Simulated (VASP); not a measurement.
# Mg (P6_3/mmc) in VASP: further runs

The runs below take Mg through single point, with b88 exchange, pbe correlation.

All numbers are computed with VASP 6.6.1; they aren't measurements. Logs are shortened: lines on timing, memory, paths and dates and some standing lists are left out, and cuts for length are marked.

### 1 The cell of the first run

It takes space group P6_3/mmc (No. 194, hexagonal). The conventional cell has a = 3.188 Å, b = 3.188 Å, c = 5.175 Å, α = 90.00°, β = 90.00°, γ = 120.00°. Mg (site symmetry -6m2) has 12 Mg at 3.18 to 3.19 Å within 4.2 Å.

### 2 Single point, b88 exchange, pbe correlation

File INCAR:

```
SYSTEM = Mg
PREC     = Accurate       ! precision mode
ENCUT    = 600            ! plane-wave cutoff, eV
EDIFF    = 1E-6           ! SCF threshold, eV
ISMEAR   = -1             ! smearing method
SIGMA    = 0.05           ! smearing width, eV
LREAL    = .FALSE.        ! projectors in reciprocal space
LASPH    = .TRUE.         ! aspherical terms in the spheres
NELM     = 120            ! most SCF steps
ALGO     = Normal         ! electronic algorithm
ISIF     = 2              ! what is computed and relaxed
LWAVE    = .FALSE.        ! write WAVECAR
LCHARG   = .FALSE.        ! write CHGCAR
GGA      = LIBXC          ! functional
LIBXC1   = GGA_X_B88    
LIBXC2   = GGA_C_PBE    
NBANDS   = 9              ! bands
GGA_COMPAT= .FALSE.
```

File KPOINTS:

```
regular mesh
0
G
  10 10 5
  0 0 0
```

File POSCAR:

```
Mg
1.0
    3.1877604248      0.0000000000      0.0000000000
   -1.5938802124      2.7606815091      0.0000000000
    0.0000000000      0.0000000000      5.1753304900
Mg
2
Direct
    0.6666666667      0.3333333333      0.7500000000
    0.3333333333      0.6666666667      0.2500000000
```

Potentials or basis: VASP PAW PBE potentials, release 64 (Mg).

On the command line:

```
$ cat potpaw_PBE.64/Mg/POTCAR > POTCAR
$ mpirun -np 1 vasp_std > vasp.out
```

OUTCAR:

```text
SYSTEM = Mg
   PREC = Accurate
   ENCUT = 600
   EDIFF = 1E-6
   ISMEAR = -1
   LREAL = .FALSE.
   LASPH = .TRUE.
   NELM = 120
   ISIF = 2
   GGA = LIBXC

 ion  position               nearest neighbor table
   1  0.667  0.333  0.750-   2 3.18   2 3.18   2 3.18   2 3.18   2 3.18   2 3.18
   2  0.333  0.667  0.250-   1 3.18   1 3.18   1 3.18   1 3.18   1 3.18   1 3.18

  LATTYP: Found a hexagonal cell.
 ALAT       =     3.1877604248
 C/A-ratio  =     1.6235004518

  Lattice vectors:

 A1 = (   3.1877604248,   0.0000000000,   0.0000000000)
 A2 = (  -1.5938802124,   2.7606815091,   0.0000000000)
 A3 = (   0.0000000000,   0.0000000000,   5.1753304900)

Analysis of symmetry for initial positions (statically):
=====================================================================
 Subroutine PRICEL returns:
 Original cell was already a primitive cell.

 Routine SETGRP: Setting up the symmetry group for a
 hexagonal supercell.

 Subroutine GETGRP returns: Found 24 space group operations
 (whereof 12 operations were pure point group operations)
 out of a pool of 24 trial point group operations.

The static configuration has the point symmetry D_3d.
 The point group associated with its full space group is D_6h.

Analysis of symmetry for dynamics (positions and initial velocities):
=====================================================================
 Subroutine PRICEL returns:
 Original cell was already a primitive cell.

 Routine SETGRP: Setting up the symmetry group for a
 hexagonal supercell.

 Subroutine GETGRP returns: Found 24 space group operations
 (whereof 12 operations were pure point group operations)
 out of a pool of 24 trial point group operations.

The dynamic configuration has the point symmetry D_3d.
 The point group associated with its full space group is D_6h.

 Subroutine INISYM returns: Found 24 space group operations
 (whereof 12 operations are pure point group operations),
 and found     1 'primitive' translations

----------------------------------------------------------------------------------------

                                     Primitive cell

  volume of cell :      45.5449

  direct lattice vectors                    reciprocal lattice vectors
     3.187760425  0.000000000  0.000000000     0.313699860  0.181114699  0.000000000
    -1.593880212  2.760681509  0.000000000     0.000000000  0.362229398  0.000000000
     0.000000000  0.000000000  5.175330490     0.000000000  0.000000000  0.193224375

  length of vectors
     3.187760425  3.187760425  5.175330490     0.362229398  0.362229398  0.193224375

  position of ions in fractional coordinates (direct lattice)
     0.666666667  0.333333333  0.750000000
     0.333333333  0.666666667  0.250000000

  ion indices of the primitive-cell ions
   primitive index   ion index
                 1           1
                 2           2

----------------------------------------------------------------------------------------

 KPOINTS: regular mesh

Automatic generation of k-mesh.
 Grid dimensions read from file:
 generate k-points for:   10   10    5

 Generating k-lattice:

  Cartesian coordinates                     Fractional coordinates (reciprocal lattice)
     0.031369986  0.018111470  0.000000000     0.100000000  0.000000000  0.000000000
     0.000000000  0.036222940  0.000000000     0.000000000  0.100000000  0.000000000
     0.000000000  0.000000000  0.038644875     0.000000000  0.000000000  0.200000000

  Length of vectors
     0.036222940  0.036222940  0.038644875

  Shift w.r.t. Gamma in fractional coordinates (k-lattice)
     0.000000000  0.000000000  0.000000000

 Subroutine IBZKPT returns following result:
 ===========================================

 Found     42 irreducible k-points:

 Following reciprocal coordinates:
            Coordinates               Weight
  0.000000  0.000000  0.000000      1.000000
  0.100000  0.000000  0.000000      6.000000
  0.200000  0.000000  0.000000      6.000000
  0.300000  0.000000  0.000000      6.000000
  0.400000  0.000000  0.000000      6.000000
  0.500000  0.000000  0.000000      3.000000
[... 16 lines left out ...]
  0.300000  0.100000  0.200000     24.000000
  0.400000  0.100000  0.200000     24.000000
 [... further k-points ...]
   k-points           NKPTS =     42   k-points in BZ     NKDIM =     42   number of bands    NBANDS=      9
   number of dos      NEDOS =    301   number of ions     NIONS =      2
   total plane-waves  NPLWV =  32928
   dimension x,y,z NGX =    28 NGY =   28 NGZ =   42
   dimension x,y,z NGXF=    56 NGYF=   56 NGZF=   84
   ions per type =               2
   NGX,Y,Z   is equivalent  to a cutoff of  14.60, 14.60, 13.49 a.u.
   NGXF,Y,Z  is equivalent  to a cutoff of  29.20, 29.20, 26.98 a.u.
 SYSTEM =  Mg
   PREC   = accura    normal or accurate (medium, high low for compatibility)
   ISTART =      0    job   : 0-new  1-cont  2-samecut
   ICHARG =      2    charge: 1-file 2-atom 10-const
   ISPIN  =      1    spin polarized calculation?
   LNONCOLLINEAR =      F non collinear calculations
   LSORBIT =      F    spin-orbit coupling
   LASPH  =      T    aspherical Exc in radial PAW
   ENCUT  =  600.0 eV  44.10 Ry    6.64 a.u.   6.37  6.37 10.34*2*pi/ulx,y,z
   NELM   =    120;   NELMIN=  2; NELMDL= -5     # of ELM steps
   EDIFF  = 0.1E-05   stopping-criterion for ELM
   LREAL  =      F    real-space projection
   EDIFFG = 0.1E-04   stopping-criterion for IOM
   NSW    =      0    number of steps for IOM
   IBRION =     -1    ionic relax: 0-MD 1-quasi-New 2-CG
   NFREE  =      0    steps in history (QN), initial steepest desc. (CG)
   ISIF   =      2    stress and relaxation
   ISYM   =      2    0-nonsym 1-usesym 2-fastsym
   POTIM  = 0.5000    time-step for ionic-motion
   TEBEG  =    0.0;   TEEND  =   0.0 temperature during run
   PSTRESS=    0.0 pullay stress
   NELECT =       4.0000    total number of electrons
   NUPDOWN=      -1.0000    fix difference up-down
   EMIN   =  10.00;   EMAX   =-10.00  energy-range for DOS
   EFERMI =   0.00;   METHOD = LEGACY
   ISMEAR =    -1;   SIGMA  =   0.05  broadening in eV -4-tet -1-fermi 0-gaus
   EFERMI_NEDOS =   21; number of points for ismear=-14 and -15
   IALGO  =     38    algorithm
   IMIX   =      4    mixing-type and parameters
     AMIX     =   0.40;   BMIX     =  1.00
     AMIX_MAG =   1.60;   BMIX_MAG =  1.00
  volume/ion in A,a.u.               =      22.77       153.68
  Fermi-wavevector in a.u.,A,eV,Ry     =   0.727693  1.375140  7.204788  0.529537
  Thomas-Fermi vector in A             =   1.818980
   LORBIT       =      0    0 simple, 1 ext, 2 COOP (PROOUT), +10 PAW based schemes
   GGA     = LIBXC    functional components
   LHFCALC =     F    Hartree Fock is set to
   AEXX    =    0.0000 exact exchange contribution
   IVDW    =     0    specifies the selected vdW correction
   LEPSILON=     F    determine dielectric tensor
   LRPA    =     F    only Hartree local field effects (RPA)
 non-spin polarized calculation
  energy-cutoff  :      600.00
  volume of cell :       45.54
 maximum number of plane-waves:      1538
 NGX is ok and might be reduce to    28
   NGX = 13   NGY = 13   NGZ = 21

 number of electron       4.0000000 magnetization

 Free energy of the ion-electron system (eV)
  ---------------------------------------------------
  ext. energy  EPLUGINS =         0.00000000
  ---------------------------------------------------
  free energy    TOTEN  =        -2.82063332 eV

  energy without entropy =       -2.80899713  energy(sigma->0) =       -2.81481523

 E-fermi :   2.7324     XC(G=0):  -8.4872

 val. band max:        2.6996244097   @ k =   0.4000   0.1000   0.4000
 cond. band min:       2.7483377322   @ k =   0.3000   0.3000   0.0000
 fundamental gap:      0.0487133225
 Fermi energy:         2.7323662576

 k-point     1 :       0.0000    0.0000    0.0000
  band No.  band energies     occupation
      1      -4.2561      2.00000
      2       1.0065      2.00000
      3       1.4701      2.00000
      4      13.6985      0.00000
      5      13.6985      0.00000
      6      13.8207      0.00000
      7      13.8207      0.00000
      8      14.5876      0.00000
      9      16.2123      0.00000

 k-point     2 :       0.1000    0.0000    0.0000
  band No.  band energies     occupation
      1      -4.0584      2.00000
      2       1.1873      2.00000
      3       1.6615      2.00000
      4      10.8993      0.00000
      5      12.2705      0.00000
      6      13.0670      0.00000
      7      15.4770      0.00000
      8      15.4959      0.00000
      9      15.6184      0.00000

 k-point     3 :       0.2000    0.0000    0.0000
  band No.  band energies     occupation
      1      -3.4678      2.00000
      2       1.7302      2.00000
      3       2.2239      1.99992
      4       7.9142      0.00000
      5      11.1105      0.00000
      6      11.5557      0.00000
      7      12.6511      0.00000
      8      13.9066      0.00000
      9      15.6679      0.00000

 k-point     4 :       0.3000    0.0000    0.0000
  band No.  band energies     occupation
      1      -2.4916      2.00000
      2       2.6361      1.74568
      3       3.0698      0.00234
      4       5.2894      0.00000
      5       9.8797      0.00000
      6       9.9388      0.00000
      7      10.2835      0.00000
      8      12.2580      0.00000
      9      14.7377      0.00000
[... 205 lines left out ...]
 k-point    22 :       0.2000    0.1000    0.2000
  band No.  band energies     occupation
      1      -2.6590      2.00000
      2       0.6003      2.00000
      3       4.7731      0.00000
      4       6.8825      0.00000
      5       8.5538      0.00000
      6      10.0358      0.00000
      7      11.6626      0.00000
      8      13.6225      0.00000
      9      13.9378      0.00000

 k-point    23 :       0.3000    0.1000    0.2000
  band No.  band energies     occupation
      1      -1.4990      2.00000
      2       1.6964      2.00000
      3       4.1377      0.00000
      4       6.0142      0.00000
      5       7.0929      0.00000
      6       8.3286      0.00000
      7      10.8640      0.00000
      8      11.7380      0.00000
      9      13.6505      0.00000

 k-point    24 :       0.4000    0.1000    0.2000
  band No.  band energies     occupation
      1       0.0221      2.00000
      2       1.8372      2.00000
      3       3.3188      0.00002
      4       5.0632      0.00000
      5       7.0125      0.00000
      6       8.0416      0.00000
      7       9.5639      0.00000
      8      10.8249      0.00000
      9      13.3399      0.00000

 [... further k-points ...]

------------------------ aborting loop because EDIFF is reached ----------------------------------------

  FORCE on cell =-STRESS in cart. coord.  units (eV):
  Direction    XX          YY          ZZ          XY          YZ          ZX
  --------------------------------------------------------------------------------------
  -------------------------------------------------------------------------------------
  Total        0.0642030      0.0642030      0.3812098      0.0000000      0.0000000      0.0000000
  in kB        2.2585305      2.2585305     13.4101779      0.0000000      0.0000000      0.0000000
  external PRESSURE =       5.9757463 kB  Pullay stress =       0.0000000 kB

 VOLUME and BASIS-vectors are now :
 -----------------------------------------------------------------------------
  energy-cutoff  :      600.00
  volume of cell :       45.54
      direct lattice vectors                 reciprocal lattice vectors
     3.187760425  0.000000000  0.000000000     0.313699860  0.181114699  0.000000000
    -1.593880212  2.760681509  0.000000000     0.000000000  0.362229398  0.000000000
     0.000000000  0.000000000  5.175330490     0.000000000  0.000000000  0.193224375

 POSITION                                       TOTAL-FORCE (eV/Angst)
 -----------------------------------------------------------------------------------
      1.59388      0.92023      3.88150         0.000000      0.000000      0.000000
     -0.00000      1.84045      1.29383        -0.000000      0.000000      0.000000
 -----------------------------------------------------------------------------------
    total drift:                                0.000000     -0.000000      0.000000

  FREE ENERGIE OF THE ION-ELECTRON SYSTEM (eV)
  ---------------------------------------------------
  free  energy   TOTEN  =        -2.8206333182 eV

  energy  without entropy=       -2.8089971347  energy(sigma->0) =       -2.81481523
```

Run time: 15 s. Hardware: 1 thread of Intel Xeon Platinum 8488C (Sapphire Rapids), shared host; peak memory 0.17 GiB.

What came out:

```yaml
Free_energy: -2.8206 eV
Pressure: 0.6 GPa
Band_gap_on_the_k_mesh: zero (bands 2 and 3 overlap by 1.89 eV)
```

Stress tensor (GPa, compression positive):
```
0.23 0.00 0.00
0.00 0.23 0.00
0.00 0.00 1.34
```

Levels at points of the mesh, in eV from the Fermi level:
```
           k point  band 1  band 2  band 3  band 4  band 5
(0.00, 0.00, 0.00)   -6.99   -1.73   -1.26   10.97   10.97
(0.50, 0.00, 0.00)   -2.18   -2.17    2.64    3.00    3.28
```

Caveat: the PAW data sets were made with another functional, which shifts forces and pressure a little.

[end of part 1 of 2]
